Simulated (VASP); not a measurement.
# Si2B2C (P-6m2) in VASP: a series of runs

Si2B2C is run at these levels: PBE; tasks: single point, relaxation of cell and atoms.

All numbers are computed with VASP 6.6.1; they aren't measurements. Logs are shortened: lines on timing, memory, paths and dates and some standing lists are left out, and cuts for length are marked.

## (1) The cell of the first run

Symmetry: P-6m2, No. 187, hexagonal system. Conventional cell: a = 2.907 Å, b = 2.907 Å, c = 8.362 Å, α = 90.00°, β = 90.00°, γ = 120.00°. Within 3.4 Å of Si (site symmetry 3m) lie 7 Si at 2.51 to 2.91 Å and 4 B at 2.93 to 3.37 Å and 3 C at 3.37 Å. Within 2.2 Å of B (site symmetry -6m2) lie 3 B at 1.68 Å and 3 C at 1.68 Å. Within 2.2 Å of B (site symmetry -6m2) lie 3 C at 1.68 Å and 3 B at 1.68 Å. Within 2.2 Å of C (site symmetry -6m2) lie 6 B at 1.68 Å.

The cell was built from a structure type or drawn by symmetry, and may not be a known phase.

## (2) Single point, PBE

Input file INCAR:

```
ALGO = Normal ; EDIFF = 1E-6
ENCUT = 520 ; GGA = PE
ISIF = 2 ; ISMEAR = 0
LASPH = T ; LCHARG = F
LREAL = F ; LWAVE = F
NBANDS = 17 ; NELM = 100
PREC = Accurate ; SIGMA = 0.1
```

Input file KPOINTS:

```
k-points
0
Gamma
  6 6 4
```

Input file POSCAR:

```
Si2B2C
1.0
    2.9070143861      0.0000000023      0.0000000000
   -1.4535071951      2.5175483064      0.0000000000
    0.0000000000      0.0000000000      8.3616126720
Si B C
2 2 1
Direct
    0.3333333333      0.6666666667      0.1500407358
    0.3333333333      0.6666666667      0.8499592642
    0.0000000000      0.0000000000      0.5000000000
    0.3333333333      0.6666666667      0.5000000000
    0.6666666667      0.3333333333      0.5000000000
```

Potentials or basis: VASP PAW PBE potentials, release 64 (Si, B, C).

Command:

```console
$ cat potpaw_PBE.64/Si/POTCAR potpaw_PBE.64/B/POTCAR potpaw_PBE.64/C/POTCAR > POTCAR
$ mpirun -np 1 vasp_std > vasp.out
```

OUTCAR:

```text
EDIFF = 1E-6
   ENCUT = 520
   GGA = PE
   ISIF = 2
   ISMEAR = 0
   LASPH = T
   LREAL = F
   NELM = 100
   PREC = Accurate

 ion  position               nearest neighbor table
   1  0.333  0.667  0.150-   2 2.51
   2  0.333  0.667  0.850-   1 2.51
   3  0.000  0.000  0.500-   4 1.68   5 1.68   5 1.68   4 1.68   5 1.68   4 1.68
   4  0.333  0.667  0.500-   5 1.68   5 1.68   3 1.68   3 1.68   3 1.68   5 1.68
   5  0.667  0.333  0.500-   4 1.68   4 1.68   3 1.68   3 1.68   3 1.68   4 1.68

  LATTYP: Found a hexagonal cell.
 ALAT       =     2.9070143861
 C/A-ratio  =     2.8763575137

  Lattice vectors:

 A1 = (   2.9070143861,   0.0000000023,   0.0000000000)
 A2 = (  -1.4535071951,   2.5175483064,   0.0000000000)
 A3 = (   0.0000000000,   0.0000000000,   8.3616126720)

Analysis of symmetry for initial positions (statically):
=====================================================================
 Subroutine PRICEL returns:
 Original cell was already a primitive cell.

 Routine SETGRP: Setting up the symmetry group for a
 hexagonal supercell.

 Subroutine GETGRP returns: Found 12 space group operations
 (whereof 12 operations were pure point group operations)
 out of a pool of 24 trial point group operations.

The static configuration has the point symmetry D_3h.

Analysis of symmetry for dynamics (positions and initial velocities):
=====================================================================
 Subroutine PRICEL returns:
 Original cell was already a primitive cell.

 Routine SETGRP: Setting up the symmetry group for a
 hexagonal supercell.

 Subroutine GETGRP returns: Found 12 space group operations
 (whereof 12 operations were pure point group operations)
 out of a pool of 24 trial point group operations.

The dynamic configuration has the point symmetry D_3h.

 Subroutine INISYM returns: Found 12 space group operations
 (whereof 12 operations are pure point group operations),
 and found     1 'primitive' translations

----------------------------------------------------------------------------------------

                                     Primitive cell
[... 90 lines left out ...]
   LASPH  =      T    aspherical Exc in radial PAW
   ENCUT  =  520.0 eV  38.22 Ry    6.18 a.u.   5.41  5.41 15.55*2*pi/ulx,y,z
   NELM   =    100;   NELMIN=  2; NELMDL= -5     # of ELM steps
   EDIFF  = 0.1E-05   stopping-criterion for ELM
   LREAL  =      F    real-space projection
   EDIFFG = 0.1E-04   stopping-criterion for IOM
   NSW    =      0    number of steps for IOM
   IBRION =     -1    ionic relax: 0-MD 1-quasi-New 2-CG
   NFREE  =      0    steps in history (QN), initial steepest desc. (CG)
   ISIF   =      2    stress and relaxation
   ISYM   =      2    0-nonsym 1-usesym 2-fastsym
   POTIM  = 0.5000    time-step for ionic-motion
   TEBEG  =    0.0;   TEEND  =   0.0 temperature during run
   PSTRESS=    0.0 pullay stress
   NELECT =      18.0000    total number of electrons
   NUPDOWN=      -1.0000    fix difference up-down
   EMIN   =  10.00;   EMAX   =-10.00  energy-range for DOS
   EFERMI =   0.00;   METHOD = LEGACY
   ISMEAR =     0;   SIGMA  =   0.10  broadening in eV -4-tet -1-fermi 0-gaus
   EFERMI_NEDOS =   21; number of points for ismear=-14 and -15
   IALGO  =     38    algorithm
   IMIX   =      4    mixing-type and parameters
     AMIX     =   0.40;   BMIX     =  1.00
     AMIX_MAG =   1.60;   BMIX_MAG =  1.00
  volume/ion in A,a.u.               =      12.24        82.59
  Fermi-wavevector in a.u.,A,eV,Ry     =   1.088748  2.057435 16.127964  1.185372
  Thomas-Fermi vector in A             =   2.224936
   LORBIT       =      0    0 simple, 1 ext, 2 COOP (PROOUT), +10 PAW based schemes
   GGA     = PE    functional components
   LHFCALC =     F    Hartree Fock is set to
   AEXX    =    0.0000 exact exchange contribution
   IVDW    =     0    specifies the selected vdW correction
   LEPSILON=     F    determine dielectric tensor
   LRPA    =     F    only Hartree local field effects (RPA)
 non-spin polarized calculation
 Gauss-broadening in eV      SIGMA  =   0.10
  energy-cutoff  :      520.00
  volume of cell :       61.19
 maximum number of plane-waves:      1676
 NGX is ok and might be reduce to    24
   NGX = 11   NGY = 11   NGZ = 31

 number of electron      18.0000000 magnetization

 Free energy of the ion-electron system (eV)
  ---------------------------------------------------
  ext. energy  EPLUGINS =         0.00000000
  ---------------------------------------------------
  free energy    TOTEN  =       -26.23587870 eV

  energy without entropy =      -26.22343123  energy(sigma->0) =      -26.22965497

 E-fermi :   6.9777     XC(G=0): -10.5064

 val. band max:        6.9680283804   @ k =   0.5000  -0.0000   0.0000
 cond. band min:       7.0693547252   @ k =   0.3333   0.3333   0.0000
 fundamental gap:      0.1013263448
 Fermi energy:         6.9776675821

 k-point     1 :       0.0000    0.0000    0.0000
  band No.  band energies     occupation
      1     -12.4009      2.00000
      2      -4.7420      2.00000
      3      -3.4020      2.00000
      4      -0.5021      2.00000
      5       1.3965      2.00000
      6       1.3965      2.00000
[... 397 lines left out ...]
      4       0.8978      2.00000
      5       3.2021      2.00000
      6       3.4736      2.00000
[... 9 lines left out ...]
     16      12.7325      0.00000
     17      13.1933      0.00000

------------------------ aborting loop because EDIFF is reached ----------------------------------------

  FORCE on cell =-STRESS in cart. coord.  units (eV):
  Direction    XX          YY          ZZ          XY          YZ          ZX
  --------------------------------------------------------------------------------------
  -------------------------------------------------------------------------------------
  Total       -0.0119912     -0.0119912      0.0568167      0.0000000      0.0000000      0.0000000
  in kB       -0.3139477     -0.3139477      1.4875496      0.0000000      0.0000000      0.0000000
  external PRESSURE =       0.2865514 kB  Pullay stress =       0.0000000 kB

 VOLUME and BASIS-vectors are now :
 -----------------------------------------------------------------------------
  energy-cutoff  :      520.00
  volume of cell :       61.19
      direct lattice vectors                 reciprocal lattice vectors
     2.907014386  0.000000002  0.000000000     0.343995546  0.198605921  0.000000000
    -1.453507195  2.517548306  0.000000000    -0.000000000  0.397211842  0.000000000
     0.000000000  0.000000000  8.361612672     0.000000000  0.000000000  0.119594155

 POSITION                                       TOTAL-FORCE (eV/Angst)
 -----------------------------------------------------------------------------------
     -0.00000      1.67837      1.25458         0.000000      0.000000      0.010520
     -0.00000      1.67837      7.10703        -0.000000     -0.000000     -0.010520
      0.00000      0.00000      4.18081        -0.000000      0.000000      0.000000
     -0.00000      1.67837      4.18081        -0.000000     -0.000000      0.000000
      1.45351      0.83918      4.18081         0.000000     -0.000000      0.000000
 -----------------------------------------------------------------------------------
    total drift:                               -0.000000      0.000000      0.000000

  FREE ENERGIE OF THE ION-ELECTRON SYSTEM (eV)
  ---------------------------------------------------
  free  energy   TOTEN  =       -26.2358787035 eV

  energy  without entropy=      -26.2234312297  energy(sigma->0) =      -26.22965497
```

Wall time 48 s (1 thread of AMD EPYC 7R43 (Zen 3), shared host); peak memory 0.15 GiB.

Results:

| Property | Result |
| --- | --- |
| Free energy | -26.2359 eV |
| Pressure | 0.0 GPa |
| Largest force | 0.011 eV/Å |
| Band gap on the k mesh | zero (bands 9 and 10 overlap by 2.59 eV) |

Forces in eV/Å, atoms in the order of the input:
```
Si   0.000  0.000  0.011
Si   0.000  0.000 -0.011
B    0.000  0.000  0.000
B    0.000  0.000  0.000
C    0.000  0.000  0.000
```

Stress tensor (GPa, compression positive):
```
-0.03  0.00  0.00
 0.00 -0.03  0.00
 0.00  0.00  0.15
```

Caveat: the k points lie up to 0.42 Å⁻¹ apart, too coarse for converged energies and pressures of a metal.

## (3) Single point, PBE

This run uses another cell than the first one, of 13.52 Å³/atom.

Input file INCAR:

```
PREC = Accurate
ENCUT = 520
EDIFF = 1E-6
ISMEAR = 0
SIGMA = 0.1
LREAL = F
LASPH = T
NELM = 60
ALGO = Normal
ISIF = 2
LWAVE = F
LCHARG = F
GGA = PE
NBANDS = 17
```

Input file KPOINTS:

```
regular mesh
0
Gamma
  6 6 4
```

Input file POSCAR:

```
Si2B2C
1.0
    3.6531092700      0.0000000000      0.0000000000
   -1.8265546400      3.1636854300      0.0000000000
    0.0000000000      0.0000000000      5.8483807100
Si B C
2 2 1
Direct
    0.3333333300      0.6666666700      0.2348211500
    0.3333333300      0.6666666700      0.7651788500
    0.0000000000      0.0000000000      0.5000000000
    0.3333333300      0.6666666700      0.5000000000
    0.6666666700      0.3333333300      0.5000000000
```

Potentials or basis: VASP PAW PBE potentials, release 64 (Si, B, C).

Command:

```console
$ cat potpaw_PBE.64/Si/POTCAR potpaw_PBE.64/B/POTCAR potpaw_PBE.64/C/POTCAR > POTCAR
$ mpirun -np 1 vasp_std > vasp.out
```

OUTCAR:

```text
PREC = Accurate
   ENCUT = 520
   EDIFF = 1E-6
   ISMEAR = 0
   LREAL = F
   LASPH = T
   NELM = 60
   ISIF = 2
   GGA = PE

 ion  position               nearest neighbor table
   1  0.333  0.667  0.235-   4 1.55   3 2.62   3 2.62   3 2.62   2 2.75   2 3.10
   2  0.333  0.667  0.765-   4 1.55   3 2.62   3 2.62   3 2.62   1 2.75   1 3.10
   3  0.000  0.000  0.500-   4 2.11   5 2.11   5 2.11   4 2.11   5 2.11   4 2.11   1 2.62   2 2.62
                             2 2.62   1 2.62   2 2.62   1 2.62
   4  0.333  0.667  0.500-   1 1.55   2 1.55   5 2.11   5 2.11   3 2.11   3 2.11   3 2.11   5 2.11

   5  0.667  0.333  0.500-   4 2.11   4 2.11   3 2.11   3 2.11   3 2.11   4 2.11

  LATTYP: Found a hexagonal cell.
 ALAT       =     3.6531092700
 C/A-ratio  =     1.6009323231

  Lattice vectors:

 A1 = (   3.6531092700,   0.0000000000,   0.0000000000)
 A2 = (  -1.8265546400,   3.1636854300,   0.0000000000)
 A3 = (   0.0000000000,   0.0000000000,   5.8483807100)

Analysis of symmetry for initial positions (statically):
=====================================================================
[... 179 lines left out ...]
 fundamental gap:      0.0747520088
 Fermi energy:         5.4846676046

 k-point     1 :       0.0000    0.0000    0.0000
  band No.  band energies     occupation
      1     -10.0793      2.00000
      2      -4.4022      2.00000
      3      -1.7293      2.00000
      4       1.1205      2.00000
      5       1.1205      2.00000
      6       1.4291      2.00000
[... 397 lines left out ...]
      4      -3.0190      2.00000
      5       1.5084      2.00000
      6       1.9253      2.00000
[... 9 lines left out ...]
     16      12.4295      0.00000
     17      13.3675      0.00000

------------------------ aborting loop because EDIFF is reached ----------------------------------------

  FORCE on cell =-STRESS in cart. coord.  units (eV):
  Direction    XX          YY          ZZ          XY          YZ          ZX
  --------------------------------------------------------------------------------------
  -------------------------------------------------------------------------------------
  Total       -5.9964042     -5.9964042     44.0171228      0.0000000     -0.0000000      0.0000000
  in kB     -142.1378987   -142.1378986   1043.3755150      0.0000002     -0.0000000      0.0000000
  external PRESSURE =     253.0332392 kB  Pullay stress =       0.0000000 kB

 VOLUME and BASIS-vectors are now :
 -----------------------------------------------------------------------------
  energy-cutoff  :      520.00
  volume of cell :       67.59
      direct lattice vectors                 reciprocal lattice vectors
     3.653109270  0.000000000  0.000000000     0.273739417  0.158043526  0.000000000
    -1.826554640  3.163685430  0.000000000     0.000000000  0.316087052  0.000000000
     0.000000000  0.000000000  5.848380710     0.000000000  0.000000000  0.170987501

 POSITION                                       TOTAL-FORCE (eV/Angst)
 -----------------------------------------------------------------------------------
     -0.00000      2.10912      1.37332         0.000000      0.000000    -14.587290
     -0.00000      2.10912      4.47506         0.000000      0.000000     14.587290
      0.00000      0.00000      2.92419         0.000000      0.000000      0.000000
     -0.00000      2.10912      2.92419        -0.000000      0.000000      0.000000
      1.82655      1.05456      2.92419        -0.000000      0.000000      0.000000
 -----------------------------------------------------------------------------------
    total drift:                                0.000002     -0.000001      0.000000

  FREE ENERGIE OF THE ION-ELECTRON SYSTEM (eV)
  ---------------------------------------------------
  free  energy   TOTEN  =       -18.8394465965 eV

  energy  without entropy=      -18.8258285791  energy(sigma->0) =      -18.83263759
```

stdout:

```text
POSCAR found type information on POSCAR SiB C
 POSCAR found :  3 types and       5 ions
 scaLAPACK will be used
 LDA part: xc-table for (Slater+PW92), standard interpolation
 POSCAR, INCAR and KPOINTS ok, starting setup
 FFT: planning ... GRIDC
 FFT: planning ... GRID_SOFT
 FFT: planning ... GRID
 WAVECAR not read
 entering main loop
```

Wall time 44 s (1 thread of AMD EPYC 7R43 (Zen 3), shared host); peak memory 0.15 GiB.

What came out:

- Free energy: -18.8394 eV
- Pressure: 25.3 GPa
- Largest force: 14.587 eV/Å
- Band gap on the k mesh: zero (bands 9 and 10 overlap by 1.27 eV)

Forces on the atoms (eV/Å):
```
Si    0.000   0.000 -14.587
Si    0.000   0.000  14.587
B     0.000   0.000   0.000
B     0.000   0.000   0.000
C     0.000   0.000   0.000
```

Stress tensor (GPa, compression positive):
```
-14.21   0.00   0.00
  0.00 -14.21   0.00
  0.00   0.00 104.34
```

Caveat: the cell stands under pressure; forces of over 1 eV/Å act on the atoms, so gaps and moduli don't describe the material at rest.

## (4) Relaxation of cell and atoms, PBE

This run uses another cell than the first one, of 13.52 Å³/atom.

Input file INCAR:

```
SYSTEM = Si2B2C
  ALGO = Normal
  EDIFF = 1E-7
  EDIFFG = -0.04
  ENCUT = 600
  GGA = PE
  IBRION = 2
  ISIF = 3
  ISMEAR = 0
  LASPH = .TRUE.
  LCHARG = .FALSE.
  LREAL = .FALSE.
  LWAVE = .FALSE.
  NELM = 80
  NSW = 90
  PREC = Accurate
  SIGMA = 0.1
```

Input file KPOINTS:

```
k-points
0
G
  6 6 4
  0 0 0
```

POSCAR is that of step 3.

Command:

```console
$ cat potpaw_PBE.64/Si/POTCAR potpaw_PBE.64/B/POTCAR potpaw_PBE.64/C/POTCAR > POTCAR
$ mpirun -np 1 vasp_std > vasp.out
```

Run time: 12 min. Hardware: 1 thread of AMD EPYC 7R43 (Zen 3), shared host; peak memory 0.16 GiB.

The run converged. Its results:

```yaml
Free_energy: -26.2070 eV
Relaxed_volume: 12.11 Å³/atom
Relaxed_cell: a = 2.906 Å, b = 2.906 Å, c = 8.279 Å, α = 90.00°, β = 90.00°, γ = 120.00°
Space_group_after_relaxing_to_0.1_Å: P-6m2 (No. 187)
Energy_gained_by_relaxing: 1473.0 meV/atom
Ionic_steps: 23
Pressure_after_relaxing: 0.0 GPa
Largest_force_after_relaxing: 0.019 eV/Å
Band_gap_on_the_k_mesh: zero (bands 9 and 10 overlap by 2.56 eV)
```

Forces in eV/Å, atoms in the order of the input:
```
Si   0.000  0.000  0.019
Si   0.000  0.000 -0.019
B    0.000  0.000  0.000
B    0.000  0.000  0.000
C    0.000  0.000  0.000
```

Stress tensor (GPa, compression positive):
```
 0.10  0.00  0.00
 0.00  0.10  0.00
 0.00  0.00 -0.06
```

Step by step:
```
step  energy change (eV)  largest force (eV/Å)  pressure (GPa)  volume (Å³)
   1              0.0000               14.5844           25.27        67.59
   2             -2.8653                9.0432           -6.23        85.45
   3             -3.5364                5.6209          -10.72        83.56
   4             -3.7956                4.2553          -12.65        82.43
   5             -4.4880                2.0030          -16.73        77.40
   6             -4.8100                0.5128          -12.48        72.69
   7             -4.7985                1.0923          -14.47        73.98
   8             -4.8194                0.8598          -13.40        73.28
   9             -6.1372                0.1935           -8.88        63.31
  10             -6.6534                0.3806            2.28        55.50
  11             -6.6541                0.4077            3.09        55.16
  12             -6.7371                0.3411            0.71        55.98
  13             -6.9526                0.9604           -2.36        58.21
  14             -7.2240                0.6675            1.95        61.74
  15             -7.2792                0.8534           -1.47        60.20
  16             -7.3043                0.7498           -0.50        60.78
  17             -7.3360                0.1991            1.10        61.53
  18             -7.3504                0.1327            0.36        61.27
  19             -7.3411                0.1715           -3.03        61.74
  20             -7.3611                0.0006           -1.14        61.47
  21             -7.3629                0.1239            0.77        60.15
  22             -7.3643                0.0738           -0.01        60.67
  23             -7.3649                0.0193            0.05        60.56
```

Final structure:
```yaml
crystal:
  lattice:
    - [2.90632, 0.00000, 0.00000]
    - [-1.45316, 2.51695, 0.00000]
    - [0.00000, 0.00000, 8.27906]
  atoms:
    - { symbol: Si, position: [0.33333, 0.66667, 0.15067] }
    - { symbol: Si, position: [0.33333, 0.66667, 0.84933] }
    - { symbol: B, position: [0.00000, 0.00000, 0.50000] }
    - { symbol: B, position: [0.33333, 0.66667, 0.50000] }
    - { symbol: C, position: [0.66667, 0.33333, 0.50000] }
```

Levels at points of the mesh, in eV from the Fermi level:
| k point | band 6 | band 7 | band 8 | band 9 | band 10 | band 11 | band 12 | band 13 |
| --- | --- | --- | --- | --- | --- | --- | --- | --- |
| (0.00, 0.00, 0.00) | -5.59 | -4.05 | -3.36 | -3.36 | 2.75 | 3.72 | 6.33 | 6.89 |
| (0.50, 0.00, 0.00) | -5.11 | -4.51 | -2.28 | -1.47 | -0.82 | 0.01 | 3.47 | 3.70 |
| (0.00, 0.00, 0.50) | -5.59 | -3.36 | -3.36 | -2.62 | 0.70 | 4.29 | 5.87 | 7.20 |
| (0.50, 0.00, 0.50) | -4.30 | -3.90 | -3.16 | -3.00 | -0.51 | 1.43 | 3.65 | 4.12 |

Caveat: a cell axis changed by over 15 % at a fixed basis, so the end point is rough.

## (5) Summary

| task | cell | cutoff (eV) | gap on the mesh (eV) | pressure (GPa) | largest force (eV/Å) |
| --- | --- | --- | --- | --- | --- |
| single point | a = 2.907, b = 2.907, c = 8.362 Å, angles 90.0, 90.0, 120.0°, 5 atoms, atomic positions A | 520 | none | 0.0 | 0.01 |
| single point | a = 3.653, b = 3.653, c = 5.848 Å, angles 90.0, 90.0, 120.0°, 5 atoms, atomic positions B | 520 | none | 25.3 | 14.59 |
| relaxation of cell and atoms | relaxed from a = 3.653, b = 3.653, c = 5.848 Å, angles 90.0, 90.0, 120.0°, 5 atoms, atomic positions B | 600 | none | 0.0 | 0.02 |

Alike in all rows: level PBE; potentials or basis VASP PAW PBE potentials, release 64 (Si, B, C); no spin polarisation; k mesh 6 × 6 × 4; smearing gaussian 0.1 eV.

Caveats: some runs use coarse meshes; the cell stands under pressure (at least some runs); forces of over 1 eV/Å act on the atoms, so gaps and moduli don't describe the material at rest (at least some runs); a cell axis changed by over 15 % at a fixed basis, so the end point is rough (at least some runs).

Total energies depend on the potentials used, so only differences within one code and one set of settings carry meaning.
